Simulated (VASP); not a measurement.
Mg: single point with r2SCAN

The system is Mg.

```xyz
3
Lattice="5.2784 0.0000 0.0000 -2.6392 4.5712 0.0000 0.0000 0.0000 3.2359" Properties=species:S:1:pos:R:3 pbc="T T T"
Mg    0.0000    0.0000    0.0000
Mg    0.0000    3.0475    1.6179
Mg    2.6392    1.5237    1.6179
```

```
Program                : VASP 6.6.1
Task                   : single point
Functional             : r2SCAN
Potentials or basis    : VASP PAW PBE potentials, release 64 (Mg)
Cutoff                 : 520 eV
k mesh                 : 6 × 6 × 6
Occupations            : gaussian, width 0.1 eV
Spin                   : no spin polarisation
Dipole correction      : no
Further INCAR settings : ALGO = Normal; EDIFF = 1e-07; NBANDS = 10
```

```
Pressure               : -4.0 GPa
Band gap on the k mesh : zero (band 3 reaches 5.46 eV, above the bottom of band 4 at 1.15 eV)
```

Stress tensor (GPa, compression positive):
```
-3.22  0.00  0.00
 0.00 -3.22  0.00
 0.00  0.00 -5.46
```

Levels at points of the mesh, in eV from the Fermi level:
```csv
k point,band 1,band 2,band 3,band 4,band 5,band 6,band 7,band 8
"(0.00, 0.00, 0.00)",-6.91,0.22,0.22,0.30,0.30,1.36,1.43,7.61
"(0.50, 0.00, 0.00)",-5.00,-4.99,-1.54,-0.91,5.62,5.74,6.32,6.34
"(0.00, 0.00, 0.50)",-3.25,-2.99,3.38,3.38,3.67,3.67,3.87,4.17
"(0.50, 0.00, 0.50)",-1.59,-1.32,-1.19,-0.93,1.75,2.40,2.82,2.90
```

It took 50 s on 1 thread of Intel(R) Xeon(R) Platinum 8375C CPU @ 2.90GHz (Ice Lake) (shared host), peak memory 0.19 GiB.

Caveat: the PAW data sets were made with another functional, which shifts forces and pressure a little.
